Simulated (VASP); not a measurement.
# Na (P6/mmm) in VASP: a series of runs

Na is run at these levels: PBE; tasks: single point.

Everything below comes from runs of VASP 6.6.1. Logs are shortened: lines on timing, memory, paths and dates and some standing lists are left out, and cuts for length are marked.

**1. The cell of the first run**

It takes space group P6/mmm (No. 191, hexagonal). The conventional cell has a = 4.610 Å, b = 4.610 Å, c = 2.736 Å, α = 90.00°, β = 90.00°, γ = 120.00°. Na (site symmetry 6/mmm) has 14 Na at 2.74 to 2.99 Å within 3.6 Å. Within 3.5 Å of Na (site symmetry -6m2) lie 11 Na at 2.66 to 2.99 Å.

This isn't the form of Na at room conditions, which is bcc.

**2. Single point, PBE (16.79 Å³/atom)**

File INCAR:

```
ALGO = Normal
EDIFF = 1E-7
ENCUT = 520
GGA = PE
ISIF = 2
ISMEAR = -1
LASPH = T
LCHARG = F
LREAL = F
LWAVE = F
NBANDS = 18
NELM = 60
PREC = Accurate
SIGMA = 0.08
```

File KPOINTS:

```
k-points
0
Gamma
  6 6 8
```

File POSCAR:

```
Na
1.0
    4.6101509570      0.0000000000      0.0000000000
   -2.3050754785      3.9925078441      0.0000000000
    0.0000000000      0.0000000000      2.7360967008
Na
3
Direct
    0.0000000000      0.0000000000      0.0000000000
    0.3333333333      0.6666666667      0.5000000000
    0.6666666667      0.3333333333      0.5000000000
```

Potentials or basis: VASP PAW PBE potentials, release 64 (Na_pv).

Started as:

```sh
$ cat potpaw_PBE.64/Na_pv/POTCAR > POTCAR
$ mpirun -np 1 vasp_std > vasp.out
```

OUTCAR:

```text
EDIFF = 1E-7
   ENCUT = 520
   GGA = PE
   ISIF = 2
   ISMEAR = -1
   LASPH = T
   LREAL = F
   NELM = 60
   PREC = Accurate

 ion  position               nearest neighbor table
   1  0.000  0.000  0.000-
   2  0.333  0.667  0.500-   3 2.66   3 2.66   3 2.66
   3  0.667  0.333  0.500-   2 2.66   2 2.66   2 2.66

  LATTYP: Found a hexagonal cell.
 ALAT       =     4.6101509570
 C/A-ratio  =     0.5934939498

  Lattice vectors:

 A1 = (   4.6101509570,   0.0000000000,   0.0000000000)
 A2 = (  -2.3050754785,   3.9925078441,   0.0000000000)
 A3 = (   0.0000000000,   0.0000000000,   2.7360967008)

Analysis of symmetry for initial positions (statically):
=====================================================================
 Subroutine PRICEL returns:
 Original cell was already a primitive cell.

 Routine SETGRP: Setting up the symmetry group for a
 hexagonal supercell.

 Subroutine GETGRP returns: Found 24 space group operations
 (whereof 24 operations were pure point group operations)
 out of a pool of 24 trial point group operations.

The static configuration has the point symmetry D_6h.

Analysis of symmetry for dynamics (positions and initial velocities):
=====================================================================
 Subroutine PRICEL returns:
 Original cell was already a primitive cell.

 Routine SETGRP: Setting up the symmetry group for a
 hexagonal supercell.

 Subroutine GETGRP returns: Found 24 space group operations
 (whereof 24 operations were pure point group operations)
 out of a pool of 24 trial point group operations.

The dynamic configuration has the point symmetry D_6h.

 Subroutine INISYM returns: Found 24 space group operations
 (whereof 24 operations are pure point group operations),
 and found     1 'primitive' translations

----------------------------------------------------------------------------------------

                                     Primitive cell

  volume of cell :      50.3608

  direct lattice vectors                    reciprocal lattice vectors
     4.610150957  0.000000000  0.000000000     0.216912637  0.125234569  0.000000000
    -2.305075479  3.992507844  0.000000000     0.000000000  0.250469138  0.000000000
     0.000000000  0.000000000  2.736096701     0.000000000  0.000000000  0.365484158

  length of vectors
     4.610150957  4.610150957  2.736096701     0.250469138  0.250469138  0.365484158

  position of ions in fractional coordinates (direct lattice)
     0.000000000  0.000000000  0.000000000
     0.333333333  0.666666667  0.500000000
     0.666666667  0.333333333  0.500000000

  ion indices of the primitive-cell ions
   primitive index   ion index
                 1           1
                 2           2
                 3           3

----------------------------------------------------------------------------------------

 KPOINTS: k-points

Automatic generation of k-mesh.
 Grid dimensions read from file:
 generate k-points for:    6    6    8

 Generating k-lattice:

  Cartesian coordinates                     Fractional coordinates (reciprocal lattice)
     0.036152106  0.020872428  0.000000000     0.166666667  0.000000000  0.000000000
     0.000000000  0.041744856  0.000000000     0.000000000  0.166666667  0.000000000
     0.000000000  0.000000000  0.045685520     0.000000000  0.000000000  0.125000000

  Length of vectors
     0.041744856  0.041744856  0.045685520

  Shift w.r.t. Gamma in fractional coordinates (k-lattice)
     0.000000000  0.000000000  0.000000000

 Subroutine IBZKPT returns following result:
 ===========================================

 Found     35 irreducible k-points:

 Following reciprocal coordinates:
            Coordinates               Weight
  0.000000  0.000000  0.000000      1.000000
  0.166667 -0.000000  0.000000      6.000000
  0.333333  0.000000  0.000000      6.000000
  0.500000 -0.000000  0.000000      3.000000
  0.166667  0.166667  0.000000      6.000000
  0.333333  0.166667  0.000000     12.000000
[... 16 lines left out ...]
  0.166667 -0.000000  0.375000     12.000000
  0.333333  0.000000  0.375000     12.000000
 [... further k-points ...]
   k-points           NKPTS =     35   k-points in BZ     NKDIM =     35   number of bands    NBANDS=     18
   number of dos      NEDOS =    301   number of ions     NIONS =      3
   total plane-waves  NPLWV =  25920
   dimension x,y,z NGX =    36 NGY =   36 NGZ =   20
   dimension x,y,z NGXF=    72 NGYF=   72 NGZF=   40
   ions per type =               3
   NGX,Y,Z   is equivalent  to a cutoff of  12.98, 12.98, 12.15 a.u.
   NGXF,Y,Z  is equivalent  to a cutoff of  25.96, 25.96, 24.30 a.u.
 SYSTEM =  unknown system
   PREC   = accura    normal or accurate (medium, high low for compatibility)
   ISTART =      0    job   : 0-new  1-cont  2-samecut
   ICHARG =      2    charge: 1-file 2-atom 10-const
   ISPIN  =      1    spin polarized calculation?
   LNONCOLLINEAR =      F non collinear calculations
   LSORBIT =      F    spin-orbit coupling
   LASPH  =      T    aspherical Exc in radial PAW
   ENCUT  =  520.0 eV  38.22 Ry    6.18 a.u.   8.57  8.57  5.09*2*pi/ulx,y,z
   NELM   =     60;   NELMIN=  2; NELMDL= -5     # of ELM steps
   EDIFF  = 0.1E-06   stopping-criterion for ELM
   LREAL  =      F    real-space projection
   EDIFFG = 0.1E-05   stopping-criterion for IOM
   NSW    =      0    number of steps for IOM
   IBRION =     -1    ionic relax: 0-MD 1-quasi-New 2-CG
   NFREE  =      0    steps in history (QN), initial steepest desc. (CG)
   ISIF   =      2    stress and relaxation
   ISYM   =      2    0-nonsym 1-usesym 2-fastsym
   POTIM  = 0.5000    time-step for ionic-motion
   TEBEG  =    0.0;   TEEND  =   0.0 temperature during run
   PSTRESS=    0.0 pullay stress
   NELECT =      21.0000    total number of electrons
   NUPDOWN=      -1.0000    fix difference up-down
   EMIN   =  10.00;   EMAX   =-10.00  energy-range for DOS
   EFERMI =   0.00;   METHOD = LEGACY
   ISMEAR =    -1;   SIGMA  =   0.08  broadening in eV -4-tet -1-fermi 0-gaus
   EFERMI_NEDOS =   21; number of points for ismear=-14 and -15
   IALGO  =     38    algorithm
   IMIX   =      4    mixing-type and parameters
     AMIX     =   0.40;   BMIX     =  1.00
     AMIX_MAG =   1.60;   BMIX_MAG =  1.00
  volume/ion in A,a.u.               =      16.79       113.28
  Fermi-wavevector in a.u.,A,eV,Ry     =   1.223068  2.311263 20.352879  1.495894
  Thomas-Fermi vector in A             =   2.358192
   LORBIT       =      0    0 simple, 1 ext, 2 COOP (PROOUT), +10 PAW based schemes
   GGA     = PE    functional components
   LHFCALC =     F    Hartree Fock is set to
   AEXX    =    0.0000 exact exchange contribution
   IVDW    =     0    specifies the selected vdW correction
   LEPSILON=     F    determine dielectric tensor
   LRPA    =     F    only Hartree local field effects (RPA)
 non-spin polarized calculation
  energy-cutoff  :      520.00
  volume of cell :       50.36
 maximum number of plane-waves:      1384
 NGX is ok and might be reduce to    36
   NGX = 17   NGY = 17   NGZ = 11

 number of electron      20.9999971 magnetization

 Free energy of the ion-electron system (eV)
  ---------------------------------------------------
  ext. energy  EPLUGINS =         0.00000000
  ---------------------------------------------------
  free energy    TOTEN  =        -1.19774636 eV

  energy without entropy =       -1.17713520  energy(sigma->0) =       -1.18744078

 E-fermi :   4.0434     XC(G=0):  -9.0197

 val. band max:        4.0270466118   @ k =   0.1667   0.1667   0.0000
 cond. band min:       4.0618002880   @ k =   0.1667   0.1667   0.5000
 fundamental gap:      0.0347536763
 Fermi energy:         4.0433942624

 k-point     1 :       0.0000    0.0000    0.0000
  band No.  band energies     occupation
      1     -21.4036      2.00000
      2     -21.4036      2.00000
      3     -21.2106      2.00000
      4     -21.2106      2.00000
      5     -21.0949      2.00000
      6     -21.0265      2.00000
[... 10 lines left out ...]
     17      18.1667      0.00000
     18      18.2871      0.00000

 k-point     2 :       0.1667   -0.0000    0.0000
  band No.  band energies     occupation
      1     -21.4278      2.00000
      2     -21.4068      2.00000
      3     -21.1819      2.00000
      4     -21.1807      2.00000
      5     -21.0897      2.00000
      6     -21.0300      2.00000
[... 10 lines left out ...]
     17      18.3075      0.00000
     18      18.3191      0.00000

 k-point     3 :       0.3333    0.0000    0.0000
  band No.  band energies     occupation
      1     -21.4648      2.00000
      2     -21.3846      2.00000
      3     -21.1775      2.00000
      4     -21.1285      2.00000
      5     -21.0766      2.00000
      6     -21.0393      2.00000
[... 10 lines left out ...]
     17      15.5422      0.00000
     18      16.9849      0.00000

 k-point     4 :       0.5000   -0.0000    0.0000
  band No.  band energies     occupation
      1     -21.4801      2.00000
      2     -21.3485      2.00000
      3     -21.2231      2.00000
      4     -21.1017      2.00000
      5     -21.0662      2.00000
      6     -21.0476      2.00000
[... 375 lines left out ...]
      4     -21.2867      2.00000
      5     -21.1987      2.00000
      6     -21.1183      2.00000
[... 10 lines left out ...]
     17      13.4357      0.00000
     18      13.4357      0.00000

 k-point    23 :       0.1667   -0.0000    0.3750
  band No.  band energies     occupation
      1     -21.3927      2.00000
      2     -21.3665      2.00000
      3     -21.3505      2.00000
      4     -21.2927      2.00000
      5     -21.2169      2.00000
      6     -21.1069      2.00000
[... 10 lines left out ...]
     17      12.6633      0.00000
     18      13.0990      0.00000

 k-point    24 :       0.3333    0.0000    0.3750
  band No.  band energies     occupation
      1     -21.3893      2.00000
      2     -21.3841      2.00000
      3     -21.3536      2.00000
      4     -21.3094      2.00000
      5     -21.2061      2.00000
      6     -21.1026      2.00000
[... 10 lines left out ...]
     17      13.0690      0.00000
     18      13.6030      0.00000

 [... further k-points ...]
[... 5 lines left out ...]
  --------------------------------------------------------------------------------------
  -------------------------------------------------------------------------------------
  Total        8.6034126      8.6034126      8.3097057      0.0000000     -0.0000000      0.0000000
  in kB      273.7089305    273.7089305    264.3649391      0.0000000     -0.0000000      0.0000000
  external PRESSURE =     270.5942667 kB  Pullay stress =       0.0000000 kB

 VOLUME and BASIS-vectors are now :
 -----------------------------------------------------------------------------
  energy-cutoff  :      520.00
  volume of cell :       50.36
      direct lattice vectors                 reciprocal lattice vectors
     4.610150957  0.000000000  0.000000000     0.216912637  0.125234569  0.000000000
    -2.305075479  3.992507844  0.000000000     0.000000000  0.250469138  0.000000000
     0.000000000  0.000000000  2.736096701     0.000000000  0.000000000  0.365484158

 POSITION                                       TOTAL-FORCE (eV/Angst)
 -----------------------------------------------------------------------------------
      0.00000      0.00000      0.00000        -0.000000      0.000000      0.000000
     -0.00000      2.66167      1.36805         0.000000      0.000000     -0.000000
      2.30508      1.33084      1.36805        -0.000000     -0.000000      0.000000
 -----------------------------------------------------------------------------------
    total drift:                                0.000000      0.000000     -0.000000

  FREE ENERGIE OF THE ION-ELECTRON SYSTEM (eV)
  ---------------------------------------------------
  free  energy   TOTEN  =        -1.1977463552 eV

  energy  without entropy=       -1.1771352039  energy(sigma->0) =       -1.18744078
```

Wall time 8.4 s (1 thread of Intel Xeon 6975P-C (Granite Rapids), shared host); peak memory 0.17 GiB.

What came out:

```yaml
Free_energy: -1.1977 eV
Pressure: 27.1 GPa
Band_gap_on_the_k_mesh: zero (an odd number of electrons rules out a gap without spin polarisation)
```

Stress tensor (GPa, compression positive):
```
27.37  0.00  0.00
 0.00 27.37  0.00
 0.00  0.00 26.44
```

Caveat: the cell stands under pressure.

**3. Single point, PBE**

This run uses another cell than the first one, of 19.40 Å³/atom.

File INCAR:

```
SYSTEM = Na
PREC     = Accurate       ! precision mode
ENCUT    = 520            ! plane-wave cutoff, eV
EDIFF    = 1E-6           ! SCF threshold, eV
ISMEAR   = -1             ! smearing method
SIGMA    = 0.08           ! smearing width, eV
LREAL    = .False.        ! projectors in reciprocal space
LASPH    = .True.         ! aspherical terms in the spheres
NELM     = 80             ! most SCF steps
ALGO     = Normal         ! electronic algorithm
ISIF     = 2              ! what is computed and relaxed
LWAVE    = .False.        ! write WAVECAR
LCHARG   = .False.        ! write CHGCAR
GGA      = PE             ! functional
NBANDS   = 18             ! bands
```

File KPOINTS:

```
Automatic mesh
0
Gamma
  6 6 8
  0 0 0
```

File POSCAR:

```
Na
1.0
    4.8377722942      0.0000000000      0.0000000000
   -2.4188861471      4.1896337045      0.0000000000
    0.0000000000      0.0000000000      2.8711885872
Na
3
Direct
    0.0000000000      0.0000000000      0.0000000000
    0.3333333333      0.6666666667      0.5000000000
    0.6666666667      0.3333333333      0.5000000000
```

Potentials or basis: VASP PAW PBE potentials, release 64 (Na_pv).

Started as:

```sh
$ cat potpaw_PBE.64/Na_pv/POTCAR > POTCAR
$ mpirun -np 1 vasp_std > vasp.out
```

OUTCAR:

```text
SYSTEM = Na
   PREC = Accurate
   ENCUT = 520
   EDIFF = 1E-6
   ISMEAR = -1
   LREAL = .False.
   LASPH = .True.
   NELM = 80
   ISIF = 2
   GGA = PE

 ion  position               nearest neighbor table
   1  0.000  0.000  0.000-
   2  0.333  0.667  0.500-   3 2.79   3 2.79   3 2.79
   3  0.667  0.333  0.500-   2 2.79   2 2.79   2 2.79

  LATTYP: Found a hexagonal cell.
 ALAT       =     4.8377722942
 C/A-ratio  =     0.5934939498

  Lattice vectors:

 A1 = (   4.8377722942,   0.0000000000,   0.0000000000)
 A2 = (  -2.4188861471,   4.1896337045,   0.0000000000)
 A3 = (   0.0000000000,   0.0000000000,   2.8711885872)

Analysis of symmetry for initial positions (statically):
=====================================================================
 Subroutine PRICEL returns:
 Original cell was already a primitive cell.

 Routine SETGRP: Setting up the symmetry group for a
 hexagonal supercell.

 Subroutine GETGRP returns: Found 24 space group operations
 (whereof 24 operations were pure point group operations)
 out of a pool of 24 trial point group operations.

The static configuration has the point symmetry D_6h.

Analysis of symmetry for dynamics (positions and initial velocities):
=====================================================================
 Subroutine PRICEL returns:
 Original cell was already a primitive cell.

 Routine SETGRP: Setting up the symmetry group for a
 hexagonal supercell.

 Subroutine GETGRP returns: Found 24 space group operations
 (whereof 24 operations were pure point group operations)
 out of a pool of 24 trial point group operations.

The dynamic configuration has the point symmetry D_6h.

 Subroutine INISYM returns: Found 24 space group operations
 (whereof 24 operations are pure point group operations),
 and found     1 'primitive' translations
[... 106 lines left out ...]
   TEBEG  =    0.0;   TEEND  =   0.0 temperature during run
   PSTRESS=    0.0 pullay stress
   NELECT =      21.0000    total number of electrons
   NUPDOWN=      -1.0000    fix difference up-down
   EMIN   =  10.00;   EMAX   =-10.00  energy-range for DOS
   EFERMI =   0.00;   METHOD = LEGACY
   ISMEAR =    -1;   SIGMA  =   0.08  broadening in eV -4-tet -1-fermi 0-gaus
   EFERMI_NEDOS =   21; number of points for ismear=-14 and -15
   IALGO  =     38    algorithm
   IMIX   =      4    mixing-type and parameters
     AMIX     =   0.40;   BMIX     =  1.00
     AMIX_MAG =   1.60;   BMIX_MAG =  1.00
  volume/ion in A,a.u.               =      19.40       130.91
  Fermi-wavevector in a.u.,A,eV,Ry     =   1.165521  2.202516 18.482695  1.358440
  Thomas-Fermi vector in A             =   2.302046
   LORBIT       =      0    0 simple, 1 ext, 2 COOP (PROOUT), +10 PAW based schemes
   GGA     = PE    functional components
   LHFCALC =     F    Hartree Fock is set to
   AEXX    =    0.0000 exact exchange contribution
   IVDW    =     0    specifies the selected vdW correction
   LEPSILON=     F    determine dielectric tensor
   LRPA    =     F    only Hartree local field effects (RPA)
 non-spin polarized calculation
  energy-cutoff  :      520.00
  volume of cell :       58.19
 maximum number of plane-waves:      1593
 NGX is ok and might be reduce to    36
   NGX = 17   NGY = 17   NGZ = 11

 number of electron      20.9999993 magnetization

 Free energy of the ion-electron system (eV)
  ---------------------------------------------------
  ext. energy  EPLUGINS =         0.00000000
  ---------------------------------------------------
  free energy    TOTEN  =        -2.24807089 eV

  energy without entropy =       -2.22619288  energy(sigma->0) =       -2.23713188

 E-fermi :   3.0930     XC(G=0):  -8.4832

 val. band max:        3.0775274882   @ k =   0.1667   0.0000   0.5000
 cond. band min:       3.1454152578   @ k =   0.1667   0.1667   0.5000
 fundamental gap:      0.0678877695
 Fermi energy:         3.0929522343

 k-point     1 :       0.0000    0.0000    0.0000
  band No.  band energies     occupation
      1     -22.0719      2.00000
      2     -22.0719      2.00000
      3     -21.9233      2.00000
      4     -21.9233      2.00000
      5     -21.8605      2.00000
      6     -21.8161      2.00000
[... 481 lines left out ...]
      5     -21.9181      2.00000
      6     -21.8538      2.00000
[... 10 lines left out ...]
     17      11.4467      0.00000
     18      11.8266      0.00000

 [... further k-points ...]
[... 5 lines left out ...]
  --------------------------------------------------------------------------------------
  -------------------------------------------------------------------------------------
  Total        6.1750554      6.1750554      5.9559193      0.0000000      0.0000000      0.0000000
  in kB      170.0075630    170.0075630    163.9744522      0.0000000      0.0000000      0.0000000
  external PRESSURE =     167.9965261 kB  Pullay stress =       0.0000000 kB

 VOLUME and BASIS-vectors are now :
 -----------------------------------------------------------------------------
  energy-cutoff  :      520.00
  volume of cell :       58.19
      direct lattice vectors                 reciprocal lattice vectors
     4.837772294  0.000000000  0.000000000     0.206706711  0.119342175  0.000000000
    -2.418886147  4.189633705  0.000000000     0.000000000  0.238684351  0.000000000
     0.000000000  0.000000000  2.871188587     0.000000000  0.000000000  0.348287815

 POSITION                                       TOTAL-FORCE (eV/Angst)
 -----------------------------------------------------------------------------------
      0.00000      0.00000      0.00000         0.000000      0.000000     -0.000000
     -0.00000      2.79309      1.43559         0.000000     -0.000000      0.000000
      2.41889      1.39654      1.43559        -0.000000      0.000000     -0.000000
 -----------------------------------------------------------------------------------
    total drift:                                0.000000      0.000000     -0.000000

  FREE ENERGIE OF THE ION-ELECTRON SYSTEM (eV)
  ---------------------------------------------------
  free  energy   TOTEN  =        -2.2480708857 eV

  energy  without entropy=       -2.2261928763  energy(sigma->0) =       -2.23713188
```

Run time: 8.7 s. Hardware: 1 thread of Intel Xeon 6975P-C (Granite Rapids), shared host; peak memory 0.17 GiB.

Results:

| Quantity | Value |
| --- | --- |
| Free energy | -2.2481 eV |
| Pressure | 16.8 GPa |
| Band gap on the k mesh | zero (an odd number of electrons rules out a gap without spin polarisation) |

Stress tensor (GPa, compression positive):
```
17.00  0.00  0.00
 0.00 17.00  0.00
 0.00  0.00 16.40
```

Levels at points of the mesh, in eV from the Fermi level:
```tsv
k point	band 7	band 8	band 9	band 10	band 11	band 12	band 13	band 14
(0.00, 0.00, 0.00)	-24.83	-24.83	-24.78	-4.97	2.60	2.60	2.61	2.61
(0.50, 0.00, 0.00)	-24.86	-24.84	-24.78	-2.75	-2.73	0.89	1.83	8.02
(0.00, 0.00, 0.50)	-24.96	-24.84	-24.84	-0.57	-0.24	5.64	5.64	5.85
(0.50, 0.00, 0.50)	-24.94	-24.84	-24.82	1.09	1.41	1.51	2.15	4.34
```

Caveat: the cell stands under pressure.
